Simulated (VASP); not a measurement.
# SbMo2 (Pn-3m) in VASP: single point with PBE

Aim: the single point of SbMo2 with PBE.

Program: VASP 6.6.1. These are calculated values, not measurements. Logs are shortened: lines on timing, memory, paths and dates and some standing lists are left out, and cuts for length are marked.

## (1) The cell of the first run

Symmetry: Pn-3m, No. 224, cubic system. The conventional cell has a = 5.747 Å, b = 5.747 Å, c = 5.747 Å, α = 90.00°, β = 90.00°, γ = 90.00°. Sb (site symmetry -43m) has 4 Mo at 2.49 Å within 3.3 Å. Within 3.3 Å of Mo (site symmetry -3m) lie 2 Sb at 2.49 Å.

## (2) Single point, PBE

The input, INCAR:

```
SYSTEM = SbMo2
  ALGO = Normal
  EDIFF = 1E-6
  ENCUT = 500
  GGA = PE
  GGA_COMPAT = .False.
  ISIF = 2
  ISMEAR = 0
  ISYM = 0
  KPAR = 4
  LASPH = .True.
  LCHARG = .False.
  LREAL = .False.
  LWAVE = .False.
  NBANDS = 42
  NELM = 120
  PREC = Accurate
  SIGMA = 0.1
```

The input, KPOINTS:

```
k-points
0
Gamma
  8 8 8
  0 0 0
```

The input, POSCAR:

```
SbMo2
1.0
    5.7473093846      0.0000000000      0.0000000000
    0.0000000000      5.7473093846      0.0000000000
    0.0000000000      0.0000000000      5.7473093846
Sb Mo
2 4
Direct
    0.0000000000      0.0000000000      0.0000000000
    0.5000000000      0.5000000000      0.5000000000
    0.2500000000      0.2500000000      0.2500000000
    0.2500000000      0.7500000000      0.7500000000
    0.7500000000      0.7500000000      0.2500000000
    0.7500000000      0.2500000000      0.7500000000
```

Potentials or basis: VASP PAW PBE potentials, release 64 (Sb, Mo_sv).

Launch:

```
$ cat potpaw_PBE.64/Sb/POTCAR potpaw_PBE.64/Mo_sv/POTCAR > POTCAR
$ mpirun -np 4 vasp_std > vasp.out
```

OUTCAR:

```text
SYSTEM = SbMo2
   EDIFF = 1E-6
   ENCUT = 500
   GGA = PE
   ISIF = 2
   ISMEAR = 0
   ISYM = 0
   LASPH = .True.
   LREAL = .False.
   NELM = 120
   PREC = Accurate

 ion  position               nearest neighbor table
   1  0.000  0.000  0.000-   3 2.49   4 2.49   5 2.49   6 2.49
   2  0.500  0.500  0.500-   3 2.49   4 2.49   5 2.49   6 2.49
   3  0.250  0.250  0.250-   1 2.49   2 2.49
   4  0.250  0.750  0.750-   1 2.49   2 2.49
   5  0.750  0.750  0.250-   1 2.49   2 2.49
   6  0.750  0.250  0.750-   1 2.49   2 2.49

IMPORTANT INFORMATION: All symmetrisations will be switched off!
NOSYMM: (Re-)initialisation of all symmetry stuff for point group C_1.

----------------------------------------------------------------------------------------

                                     Primitive cell

  volume of cell :     189.8426

  direct lattice vectors                    reciprocal lattice vectors
     5.747309385  0.000000000  0.000000000     0.173994461  0.000000000  0.000000000
     0.000000000  5.747309385  0.000000000     0.000000000  0.173994461  0.000000000
     0.000000000  0.000000000  5.747309385     0.000000000  0.000000000  0.173994461

  length of vectors
     5.747309385  5.747309385  5.747309385     0.173994461  0.173994461  0.173994461

  position of ions in fractional coordinates (direct lattice)
     0.000000000  0.000000000  0.000000000
     0.500000000  0.500000000  0.500000000
     0.250000000  0.250000000  0.250000000
     0.250000000  0.750000000  0.750000000
     0.750000000  0.750000000  0.250000000
     0.750000000  0.250000000  0.750000000

  ion indices of the primitive-cell ions
   primitive index   ion index
                 1           1
                 2           2
                 3           3
                 4           4
                 5           5
                 6           6

----------------------------------------------------------------------------------------

 KPOINTS: k-points

Automatic generation of k-mesh.
 Grid dimensions read from file:
 generate k-points for:    8    8    8

 Generating k-lattice:

  Cartesian coordinates                     Fractional coordinates (reciprocal lattice)
     0.021749308  0.000000000  0.000000000     0.125000000  0.000000000  0.000000000
     0.000000000  0.021749308  0.000000000     0.000000000  0.125000000  0.000000000
     0.000000000  0.000000000  0.021749308     0.000000000  0.000000000  0.125000000

  Length of vectors
     0.021749308  0.021749308  0.021749308

  Shift w.r.t. Gamma in fractional coordinates (k-lattice)
     0.000000000  0.000000000  0.000000000

 Subroutine IBZKPT returns following result:
 ===========================================

 Found    260 irreducible k-points:

 Following reciprocal coordinates:
            Coordinates               Weight
  0.000000  0.000000  0.000000      1.000000
  0.125000  0.000000  0.000000      2.000000
  0.000000  0.125000  0.000000      2.000000
  0.000000  0.000000  0.125000      2.000000
  0.250000  0.000000  0.000000      2.000000
  0.000000  0.250000  0.000000      2.000000
[... 16 lines left out ...]
 -0.125000  0.250000  0.000000      2.000000
 -0.250000  0.000000  0.125000      2.000000
 [... further k-points ...]
   k-points           NKPTS =    260   k-points in BZ     NKDIM =    260   number of bands    NBANDS=     42
   number of dos      NEDOS =    301   number of ions     NIONS =      6
   total plane-waves  NPLWV =  74088
   dimension x,y,z NGX =    42 NGY =   42 NGZ =   42
   dimension x,y,z NGXF=    84 NGYF=   84 NGZF=   84
   ions per type =               2   4
   NGX,Y,Z   is equivalent  to a cutoff of  12.15, 12.15, 12.15 a.u.
   NGXF,Y,Z  is equivalent  to a cutoff of  24.30, 24.30, 24.30 a.u.
 SYSTEM =  SbMo2
   PREC   = accura    normal or accurate (medium, high low for compatibility)
   ISTART =      0    job   : 0-new  1-cont  2-samecut
   ICHARG =      2    charge: 1-file 2-atom 10-const
   ISPIN  =      1    spin polarized calculation?
   LNONCOLLINEAR =      F non collinear calculations
   LSORBIT =      F    spin-orbit coupling
   LASPH  =      T    aspherical Exc in radial PAW
   ENCUT  =  500.0 eV  36.75 Ry    6.06 a.u.  10.48 10.48 10.48*2*pi/ulx,y,z
   NELM   =    120;   NELMIN=  2; NELMDL= -5     # of ELM steps
   EDIFF  = 0.1E-05   stopping-criterion for ELM
   LREAL  =      F    real-space projection
   EDIFFG = 0.1E-04   stopping-criterion for IOM
   NSW    =      0    number of steps for IOM
   IBRION =     -1    ionic relax: 0-MD 1-quasi-New 2-CG
   NFREE  =      0    steps in history (QN), initial steepest desc. (CG)
   ISIF   =      2    stress and relaxation
   ISYM   =      0    0-nonsym 1-usesym 2-fastsym
   POTIM  = 0.5000    time-step for ionic-motion
   TEBEG  =    0.0;   TEEND  =   0.0 temperature during run
   PSTRESS=    0.0 pullay stress
   NELECT =      66.0000    total number of electrons
   NUPDOWN=      -1.0000    fix difference up-down
   EMIN   =  10.00;   EMAX   =-10.00  energy-range for DOS
   EFERMI =   0.00;   METHOD = LEGACY
   ISMEAR =     0;   SIGMA  =   0.10  broadening in eV -4-tet -1-fermi 0-gaus
   EFERMI_NEDOS =   21; number of points for ismear=-14 and -15
   IALGO  =     38    algorithm
   IMIX   =      4    mixing-type and parameters
     AMIX     =   0.40;   BMIX     =  1.00
     AMIX_MAG =   1.60;   BMIX_MAG =  1.00
  volume/ion in A,a.u.               =      31.64       213.52
  Fermi-wavevector in a.u.,A,eV,Ry     =   1.151131  2.175323 18.029128  1.325103
  Thomas-Fermi vector in A             =   2.287791
   LORBIT       =      0    0 simple, 1 ext, 2 COOP (PROOUT), +10 PAW based schemes
   GGA     = PE    functional components
   LHFCALC =     F    Hartree Fock is set to
   AEXX    =    0.0000 exact exchange contribution
   IVDW    =     0    specifies the selected vdW correction
   LEPSILON=     F    determine dielectric tensor
   LRPA    =     F    only Hartree local field effects (RPA)
 non-spin polarized calculation
 Gauss-broadening in eV      SIGMA  =   0.10
  energy-cutoff  :      500.00
  volume of cell :      189.84
 maximum number of plane-waves:      4849
 NGX is ok and might be reduce to    42
   NGX = 21   NGY = 21   NGZ = 21

 number of electron      65.9999982 magnetization

 Free energy of the ion-electron system (eV)
  ---------------------------------------------------
  ext. energy  EPLUGINS =         0.00000000
  ---------------------------------------------------
  free energy    TOTEN  =       -32.82046378 eV

  energy without entropy =      -32.72313659  energy(sigma->0) =      -32.77180018

 E-fermi :   4.5688     XC(G=0):  -9.3472

 val. band max:        4.5622469501   @ k =   0.1250   0.2500   0.0000
 cond. band min:       4.5698840187   @ k =  -0.2500   0.5000   0.3750
 fundamental gap:      0.0076370685
 Fermi energy:         4.5687799808

 k-point     1 :       0.0000    0.0000    0.0000
  band No.  band energies     occupation
      1     -56.2730      2.00000
      2     -56.2692      2.00000
      3     -56.2692      2.00000
      4     -56.2692      2.00000
      5     -30.4938      2.00000
      6     -30.4317      2.00000
[... 34 lines left out ...]
     41       5.4396      0.00000
     42       5.8189      0.00000

 k-point     2 :       0.1250    0.0000    0.0000
  band No.  band energies     occupation
      1     -56.2729      2.00000
      2     -56.2693      2.00000
      3     -56.2692      2.00000
      4     -56.2692      2.00000
      5     -30.4914      2.00000
      6     -30.4340      2.00000
[... 34 lines left out ...]
     41       5.4167      0.00000
     42       5.4167      0.00000

 k-point     3 :       0.0000    0.1250    0.0000
  band No.  band energies     occupation
      1     -56.2729      2.00000
      2     -56.2693      2.00000
      3     -56.2692      2.00000
      4     -56.2692      2.00000
      5     -30.4914      2.00000
      6     -30.4340      2.00000
[... 34 lines left out ...]
     41       5.4167      0.00000
     42       5.4167      0.00000

 k-point     4 :       0.0000    0.0000    0.1250
  band No.  band energies     occupation
      1     -56.2729      2.00000
      2     -56.2693      2.00000
      3     -56.2692      2.00000
      4     -56.2692      2.00000
      5     -30.4914      2.00000
      6     -30.4340      2.00000
[... 844 lines left out ...]
     41       5.8154      0.00000
     42       5.8880      0.00000

 k-point    23 :      -0.1250    0.2500    0.0000
  band No.  band energies     occupation
      1     -56.2723      2.00000
      2     -56.2698      2.00000
      3     -56.2693      2.00000
      4     -56.2692      2.00000
      5     -30.4830      2.00000
      6     -30.4423      2.00000
[... 34 lines left out ...]
     41       5.8154      0.00000
     42       5.8880      0.00000

 k-point    24 :      -0.2500    0.0000    0.1250
  band No.  band energies     occupation
      1     -56.2723      2.00000
      2     -56.2698      2.00000
      3     -56.2693      2.00000
      4     -56.2692      2.00000
      5     -30.4830      2.00000
      6     -30.4423      2.00000
[... 34 lines left out ...]
     41       5.8154      0.00000
     42       5.8880      0.00000

 [... further k-points ...]
[... 5 lines left out ...]
  --------------------------------------------------------------------------------------
  -------------------------------------------------------------------------------------
  Total       -0.1596771     -0.1594997     -0.1593879     -0.0009455     -0.0001161     -0.0001983
  in kB       -1.3475955     -1.3460985     -1.3451546     -0.0079796     -0.0009802     -0.0016732
  external PRESSURE =      -1.3462829 kB  Pullay stress =       0.0000000 kB

 VOLUME and BASIS-vectors are now :
 -----------------------------------------------------------------------------
  energy-cutoff  :      500.00
  volume of cell :      189.84
      direct lattice vectors                 reciprocal lattice vectors
     5.747309385  0.000000000  0.000000000     0.173994461  0.000000000  0.000000000
     0.000000000  5.747309385  0.000000000     0.000000000  0.173994461  0.000000000
     0.000000000  0.000000000  5.747309385     0.000000000  0.000000000  0.173994461

 POSITION                                       TOTAL-FORCE (eV/Angst)
 -----------------------------------------------------------------------------------
      0.00000      0.00000      0.00000        -0.000060     -0.000043      0.000038
      2.87365      2.87365      2.87365         0.000060      0.000042     -0.000038
      1.43683      1.43683      1.43683         0.000002      0.000001     -0.000001
      1.43683      4.31048      4.31048        -0.000002      0.000001      0.000001
      4.31048      4.31048      1.43683        -0.000000      0.000000     -0.000000
      4.31048      1.43683      4.31048         0.000000      0.000000      0.000000
 -----------------------------------------------------------------------------------
    total drift:                                0.000000      0.000004     -0.000001

  FREE ENERGIE OF THE ION-ELECTRON SYSTEM (eV)
  ---------------------------------------------------
  free  energy   TOTEN  =       -32.8204637767 eV

  energy  without entropy=      -32.7231365924  energy(sigma->0) =      -32.77180018
```

Run time: 4.9 min. Hardware: 4 MPI ranks of Intel Xeon 6975P-C (Granite Rapids), shared host; peak memory 1.4 GiB.

What came out:

```yaml
Free_energy: -32.8205 eV
Pressure: -0.1 GPa
Band_gap_on_the_k_mesh: zero (band 33 reaches 4.78 eV, above the bottom of band 34 at 4.42 eV)
```

Caveat: spin-orbit coupling is left out, which moves the levels of the heavy elements.
